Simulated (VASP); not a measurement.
# B: relaxation of cell and atoms with PBE

Crystal: B.

```
CELL_PARAMETERS angstrom
2.34611 0.00000 0.00000
0.00000 2.34611 0.00000
0.00000 0.00000 1.58579
ATOMIC_POSITIONS crystal
B 0.50000 0.50000 0.50000
```

```json
{
  "Program": "VASP 6.6.1",
  "Task": "relaxation of cell and atoms",
  "Functional": "PBE",
  "Potentials or basis": "VASP PAW PBE potentials, release 64 (B)",
  "Cutoff": "600 eV",
  "k mesh": "11 × 11 × 16",
  "Occupations": "fermi-dirac, width 0.05 eV",
  "Spin": "no spin polarisation",
  "Dipole correction": "no",
  "Further INCAR settings": "ALGO = Normal; EDIFF = 1e-07; IBRION = 2; EDIFFG = -0.01; NSW = 60; ISIF = 3"
}
```

| Quantity | Value |
| --- | --- |
| Relaxed volume | 8.63 Å³/atom |
| Relaxed cell | a = 2.332 Å, b = 2.332 Å, c = 1.587 Å, α = 90.00°, β = 90.00°, γ = 90.00° |
| Space group after relaxing (to 0.05 Å) | P4/mmm (No. 123) |
| Energy gained by relaxing | 0.4 meV/atom |
| Ionic steps | 5 |
| Pressure after relaxing | 0.0 GPa |

Step by step:
| step | energy change (eV) | largest force (eV/Å) | pressure (GPa) | volume (Å³) |
| --- | --- | --- | --- | --- |
| 1 | 0.0000 | 0.0000 | -0.42 | 8.73 |
| 2 | -0.0002 | 0.0000 | -1.21 | 8.70 |
| 3 | -0.0002 | 0.0000 | -0.99 | 8.71 |
| 4 | -0.0004 | 0.0000 | -0.29 | 8.65 |
| 5 | -0.0004 | 0.0000 | 0.00 | 8.63 |

Final structure:
```cif
data_structure
_symmetry_space_group_name_H-M 'P 1'
_symmetry_Int_Tables_number 1
_cell_length_a 2.3320
_cell_length_b 2.3320
_cell_length_c 1.5869
_cell_angle_alpha 90.000
_cell_angle_beta 90.000
_cell_angle_gamma 90.000
_cell_volume 8.63
loop_
_atom_site_label
_atom_site_type_symbol
_atom_site_fract_x
_atom_site_fract_y
_atom_site_fract_z
_atom_site_occupancy
B1 B 0.50000 0.50000 0.50000 1
```

Levels at points of the mesh, in eV from the Fermi level:
```csv
k point,band 1,band 2,band 3,band 4,band 5
"(0.00, 0.00, 0.00)",-14.10,4.55,4.55,14.41,15.63
"(0.00, 0.00, 0.50)",-6.05,1.26,13.63,13.63,21.49
```

Wall time 37 s on 1 thread of AMD EPYC 7R13, on a shared host, peak memory 0.09 GiB.
